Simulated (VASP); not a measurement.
# MgSn2N2 (P3m1) in VASP: notebook, part 2 of 3

VASP 6.6.1. The steps go on from the part before.

## (3) Single point, PBE

This run uses another cell than the first one, of 19.20 Å³/atom.

Contents of INCAR:

```
SYSTEM = MgSn2N2
ALGO = Normal ; EDIFF = 1E-7
ENCUT = 520 ; GGA = PE
ISIF = 2 ; ISMEAR = 0
LASPH = .TRUE. ; LCHARG = .TRUE.
LELF = .TRUE. ; LREAL = .FALSE.
LVHAR = .TRUE. ; LWAVE = .FALSE.
NBANDS = 28 ; NELM = 80
PREC = Accurate ; SIGMA = 0.1
```

Contents of KPOINTS:

```
k-points
0
G
  6 6 2
  0 0 0
```

Contents of POSCAR:

```
MgSn2N2
1.0
    3.4811931980      0.0000000000      0.0000000000
   -1.7405965990      3.0148017450      0.0000000000
    0.0000000000      0.0000000000      9.1466591189
Mg Sn N
1 2 2
Direct
    0.3333333333      0.6666666667      0.9552612114
    0.3333333333      0.6666666667      0.2885558186
    0.6666666667      0.3333333333      0.6359253408
    0.3333333333      0.6666666667      0.7150245687
    0.6666666667      0.3333333333      0.4052330605
```

Potentials or basis: VASP PAW PBE potentials, release 64 (Mg, Sn_d, N).

Launch:

```console
cat potpaw_PBE.64/Mg/POTCAR potpaw_PBE.64/Sn_d/POTCAR potpaw_PBE.64/N/POTCAR > POTCAR
mpirun -np 1 vasp_std > vasp.out
```

OUTCAR:

```text
SYSTEM = MgSn2N2
   EDIFF = 1E-7
   ENCUT = 520
   GGA = PE
   ISIF = 2
   ISMEAR = 0
   LASPH = .TRUE.
   LREAL = .FALSE.
   NELM = 80
   PREC = Accurate

 ion  position               nearest neighbor table
   1  0.333  0.667  0.955-   4 2.20   2 3.05   3 3.55   3 3.55   3 3.55
   2  0.333  0.667  0.289-   5 2.28   5 2.28   5 2.28   1 3.05
   3  0.667  0.333  0.636-   5 2.11   4 2.14   4 2.14   4 2.14   1 3.55   1 3.55   1 3.55
   4  0.333  0.667  0.715-   3 2.14   3 2.14   3 2.14   1 2.20
   5  0.667  0.333  0.405-   3 2.11   2 2.28   2 2.28   2 2.28

  LATTYP: Found a hexagonal cell.
 ALAT       =     3.4811931980
 C/A-ratio  =     2.6274494401

  Lattice vectors:

 A1 = (   3.4811931980,   0.0000000000,   0.0000000000)
 A2 = (  -1.7405965990,   3.0148017450,   0.0000000000)
 A3 = (   0.0000000000,   0.0000000000,   9.1466591189)

Analysis of symmetry for initial positions (statically):
=====================================================================
 Subroutine PRICEL returns:
 Original cell was already a primitive cell.

 Routine SETGRP: Setting up the symmetry group for a
 hexagonal supercell.
[... 164 lines left out ...]

 val. band max:        6.1439657869   @ k =   0.3333   0.1667   0.5000
 cond. band min:       6.5337959452   @ k =   0.5000   0.0000   0.0000
 fundamental gap:      0.3898301583
 Fermi energy:         6.1981228059

 k-point     1 :       0.0000    0.0000    0.0000
  band No.  band energies     occupation
      1     -16.4602      2.00000
      2     -16.3912      2.00000
      3     -16.3912      2.00000
      4     -16.2197      2.00000
      5     -16.2197      2.00000
      6     -15.6163      2.00000
[... 423 lines left out ...]
     27      10.9928      0.00000
     28      11.7541      0.00000

------------------------ aborting loop because EDIFF is reached ----------------------------------------

  FORCE on cell =-STRESS in cart. coord.  units (eV):
  Direction    XX          YY          ZZ          XY          YZ          ZX
  --------------------------------------------------------------------------------------
  -------------------------------------------------------------------------------------
  Total       -0.0651069     -0.0651069      0.0246389      0.0000000     -0.0000000      0.0000000
  in kB       -1.0866455     -1.0866455      0.4112272      0.0000000     -0.0000000      0.0000000
  external PRESSURE =      -0.5873546 kB  Pullay stress =       0.0000000 kB

 VOLUME and BASIS-vectors are now :
 -----------------------------------------------------------------------------
  energy-cutoff  :      520.00
  volume of cell :       96.00
      direct lattice vectors                 reciprocal lattice vectors
     3.481193198  0.000000000  0.000000000     0.287257829  0.165848385  0.000000000
    -1.740596599  3.014801745  0.000000000     0.000000000  0.331696770  0.000000000
     0.000000000  0.000000000  9.146659119     0.000000000  0.000000000  0.109329536

 POSITION                                       TOTAL-FORCE (eV/Angst)
 -----------------------------------------------------------------------------------
     -0.00000      2.00987      8.73745         0.000000      0.000000     -0.003280
     -0.00000      2.00987      2.63932         0.000000     -0.000000     -0.035193
      1.74060      1.00493      5.81659        -0.000000     -0.000000      0.016248
     -0.00000      2.00987      6.54009        -0.000000      0.000000      0.027773
      1.74060      1.00493      3.70653        -0.000000      0.000000     -0.005547
 -----------------------------------------------------------------------------------
    total drift:                                0.000000     -0.000001      0.001015

  FREE ENERGIE OF THE ION-ELECTRON SYSTEM (eV)
  ---------------------------------------------------
  free  energy   TOTEN  =       -24.7398236782 eV

  energy  without entropy=      -24.7281882423  energy(sigma->0) =      -24.73400596
```

OSZICAR:

```text
N       E                     dE             d eps       ncg     rms          rms(c)
DAV:   1     0.383285378647E+03    0.38329E+03   -0.19739E+04   796   0.191E+03
DAV:   2     0.321629929821E+02   -0.35112E+03   -0.33829E+03   800   0.485E+02
DAV:   3    -0.260263084762E+02   -0.58189E+02   -0.56957E+02   924   0.172E+02
DAV:   4    -0.293006424322E+02   -0.32743E+01   -0.32519E+01   968   0.435E+01
DAV:   5    -0.293871166237E+02   -0.86474E-01   -0.86418E-01   916   0.738E+00    0.127E+01
DAV:   6    -0.251299333137E+02    0.42572E+01   -0.28906E+01  1192   0.396E+01    0.620E+00
DAV:   7    -0.247859072261E+02    0.34403E+00   -0.35686E+00   840   0.135E+01    0.334E+00
DAV:   8    -0.247608209487E+02    0.25086E-01   -0.65663E-01  1088   0.456E+00    0.105E+00
DAV:   9    -0.247396993967E+02    0.21122E-01   -0.10831E-01  1076   0.221E+00    0.350E-01
DAV:  10    -0.247394994064E+02    0.19999E-03   -0.14638E-02   888   0.712E-01    0.198E-01
DAV:  11    -0.247399855799E+02   -0.48617E-03   -0.40608E-03  1168   0.409E-01    0.120E-01
DAV:  12    -0.247398499082E+02    0.13567E-03   -0.37728E-04  1080   0.135E-01    0.708E-02
DAV:  13    -0.247398209818E+02    0.28926E-04   -0.33580E-04   996   0.105E-01    0.844E-03
DAV:  14    -0.247398236087E+02   -0.26269E-05   -0.21770E-05   908   0.314E-02    0.605E-03
DAV:  15    -0.247398238893E+02   -0.28065E-06   -0.11566E-06   928   0.837E-03    0.362E-03
DAV:  16    -0.247398237687E+02    0.12064E-06   -0.51704E-07   760   0.506E-03    0.107E-03
DAV:  17    -0.247398236782E+02    0.90456E-07   -0.10854E-07   552   0.226E-03
   1 F= -.24739824E+02 E0= -.24734006E+02  d E =-.116354E-01
```

stdout:

```text
POSCAR found type information on POSCAR MgSnN
 POSCAR found :  3 types and       5 ions
 scaLAPACK will be used
 LDA part: xc-table for (Slater+PW92), standard interpolation
 POSCAR, INCAR and KPOINTS ok, starting setup
 FFT: planning ... GRIDC
 FFT: planning ... GRID_SOFT
 FFT: planning ... GRID
 WAVECAR not read
 entering main loop
```

It took 24 s on 1 thread of Intel Xeon 6975P-C (Granite Rapids), shared host; peak memory 0.23 GiB.

Results:

- Free energy: -24.7398 eV
- Pressure: -0.1 GPa
- Largest force: 0.035 eV/Å
- Band gap on the k mesh: zero (bands 20 and 21 overlap by 1.42 eV)

Forces on the atoms (eV/Å):
```
Mg   0.000  0.000 -0.003
Sn   0.000  0.000 -0.035
Sn   0.000  0.000  0.016
N    0.000  0.000  0.028
N    0.000  0.000 -0.006
```

Stress tensor (GPa, compression positive):
```
-0.11  0.00  0.00
 0.00 -0.11  0.00
 0.00  0.00  0.04
```

Levels at points of the mesh, in eV from the Fermi level:
```tsv
k point	band 17	band 18	band 19	band 20	band 21	band 22	band 23	band 24
(0.00, 0.00, 0.00)	-3.39	-2.47	-2.47	-1.29	-0.92	1.25	4.41	5.53
(0.50, 0.00, 0.00)	-4.16	-3.35	-2.39	-0.43	0.34	0.49	2.55	3.27
(0.00, 0.00, 0.50)	-3.27	-2.63	-2.47	-2.47	-0.24	1.37	4.83	5.53
(0.50, 0.00, 0.50)	-4.12	-3.36	-2.55	-0.86	0.53	1.49	1.84	2.91
```

Caveat: spin-orbit coupling is left out, which moves the levels of the heavy elements.

## (4) Relaxation of cell and atoms, PBE

Contents of INCAR:

```
SYSTEM = MgSn2N2
ALGO = Normal ; EDIFF = 1E-7
EDIFFG = -0.04 ; ENCUT = 600
GGA = PE ; IBRION = 2
ISIF = 3 ; ISMEAR = 0
LASPH = .TRUE. ; LCHARG = .FALSE.
LREAL = .FALSE. ; LWAVE = .FALSE.
NELM = 100 ; NSW = 90
PREC = Accurate ; SIGMA = 0.1
```

KPOINTS is that of step 3.

Contents of POSCAR:

```
MgSn2N2
1.0
    3.6482235024      0.0000000000      0.0000000000
   -1.8241117512      3.1594542318      0.0000000000
    0.0000000000      0.0000000000      8.2130210908
Mg Sn N
1 2 2
Direct
    0.3333333333      0.6666666667      0.9606007159
    0.3333333333      0.6666666667      0.3178137739
    0.6666666667      0.3333333333      0.6678482488
    0.3333333333      0.6666666667      0.6501200997
    0.6666666667      0.3333333333      0.4036171618
```

Potentials or basis: VASP PAW PBE potentials, release 64 (Mg, Sn_d, N).

Launch:

```console
cat potpaw_PBE.64/Mg/POTCAR potpaw_PBE.64/Sn_d/POTCAR potpaw_PBE.64/N/POTCAR > POTCAR
mpirun -np 1 vasp_std > vasp.out
```

OUTCAR:

```text
SYSTEM = MgSn2N2
   EDIFF = 1E-7
   EDIFFG = -0.04
   ENCUT = 600
   GGA = PE
   IBRION = 2
   ISIF = 3
   ISMEAR = 0
   LASPH = .TRUE.
   LREAL = .FALSE.
   NELM = 100
   NSW = 90
   PREC = Accurate

 ion  position               nearest neighbor table
   1  0.333  0.667  0.961-   4 2.55   2 2.93   3 3.20   3 3.20   3 3.20
   2  0.333  0.667  0.318-   5 2.22   5 2.22   5 2.22   4 2.73   1 2.93   3 3.56   3 3.56   3 3.56

   3  0.667  0.333  0.668-   4 2.11   4 2.11   4 2.11   5 2.17   1 3.20   1 3.20   1 3.20   2 3.56
                             2 3.56   2 3.56
   4  0.333  0.667  0.650-   3 2.11   3 2.11   3 2.11   1 2.55   2 2.73
   5  0.667  0.333  0.404-   3 2.17   2 2.22   2 2.22   2 2.22

  LATTYP: Found a hexagonal cell.
 ALAT       =     3.6482235024
 C/A-ratio  =     2.2512384686

  Lattice vectors:

[... 287 lines left out ...]

  energy  without entropy=      -24.2297355419  energy(sigma->0) =      -24.23071715

[... ionic steps 4 to 25 ...]

--------------------------------------- Ionic step       26  -------------------------------------------

 number of electron      39.9999990 magnetization

------------------------ aborting loop because EDIFF is reached ----------------------------------------
[... 73 lines left out ...]
--------------------------------------- Ionic step       28  -------------------------------------------

 number of electron      39.9999992 magnetization

 Free energy of the ion-electron system (eV)
  ---------------------------------------------------
  ext. energy  EPLUGINS =         0.00000000
  ---------------------------------------------------
  free energy    TOTEN  =       -24.74273189 eV

  energy without entropy =      -24.73081771  energy(sigma->0) =      -24.73677480

 E-fermi :   6.2417     XC(G=0):  -9.7555

 val. band max:        6.1801230046   @ k =   0.3333   0.1667   0.5000
 cond. band min:       6.5817867366   @ k =   0.5000   0.0000   0.0000
 fundamental gap:      0.4016637321
 Fermi energy:         6.2417300348

 k-point     1 :       0.0000    0.0000    0.0000
  band No.  band energies     occupation
      1     -16.4150      2.00000
      2     -16.3486      2.00000
      3     -16.3486      2.00000
      4     -16.1766      2.00000
      5     -16.1766      2.00000
      6     -15.5624      2.00000
[... 399 lines left out ...]
  FREE ENERGIE OF THE ION-ELECTRON SYSTEM (eV)
  ---------------------------------------------------
  free  energy   TOTEN  =       -24.7427318871 eV

  energy  without entropy=      -24.7308177109  energy(sigma->0) =      -24.73677480

 reached required accuracy - stopping structural energy minimisation
```

OSZICAR:

```text
N       E                     dE             d eps       ncg     rms          rms(c)
DAV:   1     0.399574050050E+03    0.39957E+03   -0.22311E+04   680   0.247E+03
DAV:   2     0.374321130046E+02   -0.36214E+03   -0.35785E+03   688   0.568E+02
DAV:   3    -0.261431474347E+02   -0.63575E+02   -0.62795E+02   856   0.197E+02
[... 318 lines left out ...]
DAV:   4    -0.247427312068E+02    0.62809E-04   -0.20926E-04  1040   0.176E-01    0.174E-02
DAV:   5    -0.247427313417E+02   -0.13496E-06   -0.44392E-05   840   0.578E-02    0.787E-03
DAV:   6    -0.247427315426E+02   -0.20085E-06   -0.41998E-06   864   0.179E-02    0.348E-03
DAV:   7    -0.247427319036E+02   -0.36099E-06   -0.68776E-07   752   0.735E-03    0.116E-03
DAV:   8    -0.247427318871E+02    0.16415E-07   -0.11498E-07   416   0.322E-03
  28 F= -.24742732E+02 E0= -.24736775E+02  d E =-.553153E-03
```

Wall time 7.8 min (1 thread of Intel Xeon 6975P-C (Granite Rapids), shared host); peak memory 0.27 GiB.

What came out:

* Free energy: -24.7427 eV
* Relaxed volume: 19.10 Å³/atom
* Relaxed cell: a = 3.479 Å, b = 3.479 Å, c = 9.110 Å, α = 90.00°, β = 90.00°, γ = 120.00°
* Space group after relaxing (to 0.1 Å): P3m1 (No. 156)
* Energy gained by relaxing: 108.5 meV/atom
* Ionic steps: 28
* Pressure after relaxing: 0.1 GPa
* Largest force after relaxing: 0.022 eV/Å
* Band gap on the k mesh: zero (bands 20 and 21 overlap by 1.37 eV)

Forces on the atoms (eV/Å):
```
Mg   0.000  0.000  0.011
Sn   0.000  0.000  0.007
Sn   0.000  0.000 -0.006
N    0.000  0.000 -0.022
N    0.000  0.000  0.011
```

Stress tensor (GPa, compression positive):
```
0.00 0.00 0.00
0.00 0.00 0.00
0.00 0.00 0.25
```

Step by step:
| step | energy change (eV) | largest force (eV/Å) | pressure (GPa) | volume (Å³) |
| --- | --- | --- | --- | --- |
| 1 | 0.0000 | 0.5583 | 0.04 | 94.67 |
| 2 | -0.0248 | 0.2890 | -0.60 | 94.72 |
| 3 | -0.0314 | 0.3424 | -1.09 | 94.77 |
| 4 | -0.0472 | 0.3628 | 0.04 | 93.26 |
| 5 | -0.0497 | 0.3670 | 0.75 | 92.41 |
| 6 | -0.0623 | 0.3576 | 0.52 | 92.66 |
| 7 | -0.0784 | 0.7218 | 0.20 | 93.44 |
| 8 | -0.0849 | 0.7514 | 0.17 | 93.60 |
| 9 | -0.1003 | 0.8036 | 0.12 | 94.07 |
| 10 | -0.0891 | 1.0559 | 0.43 | 95.01 |
| 11 | -0.1042 | 0.8233 | 0.13 | 94.34 |
| 12 | -0.1203 | 0.7285 | 0.08 | 94.47 |
| 13 | -0.1556 | 0.4213 | -0.03 | 94.88 |
| 14 | -0.1572 | 1.2406 | 0.10 | 95.68 |
| 15 | -0.1692 | 0.6044 | -0.02 | 95.27 |
| 16 | -0.1884 | 0.6100 | -0.05 | 95.40 |
| 17 | -0.2464 | 0.5919 | -0.13 | 95.78 |
| 18 | -0.3630 | 0.5623 | -0.30 | 96.48 |
| 19 | -0.4816 | 0.8601 | -1.69 | 97.60 |
| 20 | -0.5183 | 0.2958 | -0.91 | 95.75 |
| 21 | -0.5208 | 0.3895 | -1.11 | 96.14 |
| 22 | -0.5345 | 0.2050 | 0.04 | 94.96 |
| 23 | -0.5358 | 0.1633 | 0.53 | 94.49 |
| 24 | -0.5389 | 0.1329 | 0.20 | 94.90 |
| 25 | -0.5394 | 0.1321 | 0.01 | 95.14 |
| 26 | -0.5414 | 0.0900 | -0.06 | 95.40 |
| 27 | -0.5419 | 0.0763 | -0.12 | 95.60 |
| 28 | -0.5424 | 0.0224 | 0.09 | 95.50 |

Final structure:
```
Mg Sn N
1.0
     3.47925    0.00000    0.00000
    -1.73962    3.01312    0.00000
     0.00000    0.00000    9.10964
Mg Sn N
1 2 2
Direct
  0.33333 0.66667 0.95590
  0.33333 0.66667 0.28714
  0.66667 0.33333 0.63627
  0.33333 0.66667 0.71626
  0.66667 0.33333 0.40443
```

Caveat: the k points lie up to 0.35 Å⁻¹ apart in the final cell, too coarse for converged energies and pressures of a metal; spin-orbit coupling is left out, which moves the levels of the heavy elements.

(Continued in part 3 of 3.)

The gap in the log of VASP goes by the Fermi energy; the results here count the filled bands.